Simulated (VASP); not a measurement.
A run of VASP 6.6.1 is set up as follows.

The input INCAR:

```
SYSTEM = Ru
PREC = Accurate
ENCUT = 520
EDIFF = 1E-6
ISMEAR = 0
SIGMA = 0.15
LREAL = .False.
LASPH = .True.
NELM = 100
ALGO = Fast
ISIF = 2
LWAVE = .False.
LCHARG = .False.
GGA = PE
NBANDS = 21
```

Contents of KPOINTS:

```
Automatic mesh
0
Gamma
  30 30 16
  0 0 0
```

The input POSCAR:

```
Ru
1.0
    2.8714412497      0.0000000000      0.0000000000
   -1.4357206248      2.4867410677      0.0000000000
    0.0000000000      0.0000000000      3.8555648007
Ru
2
Direct
    0.3333333333      0.6666666667      0.2500000000
    0.6666666667      0.3333333333      0.7500000000
```

Potentials or basis: VASP PAW PBE potentials, release 64 (Ru_pv).

Command:

```bash
$ cat potpaw_PBE.64/Ru_pv/POTCAR > POTCAR
$ mpirun -np 1 vasp_std > vasp.out
```

Task: Predict the band gap on the k mesh.

Result: Zero (band 14 reaches 14.04 eV, above the bottom of band 15 at 11.41 eV).

Task: Estimate the pressure.

Result: 10.5 GPa.

Stress tensor (GPa, compression positive):
```
-8.37  0.00  0.00
 0.00 -8.37  0.00
 0.00  0.00 48.22
```
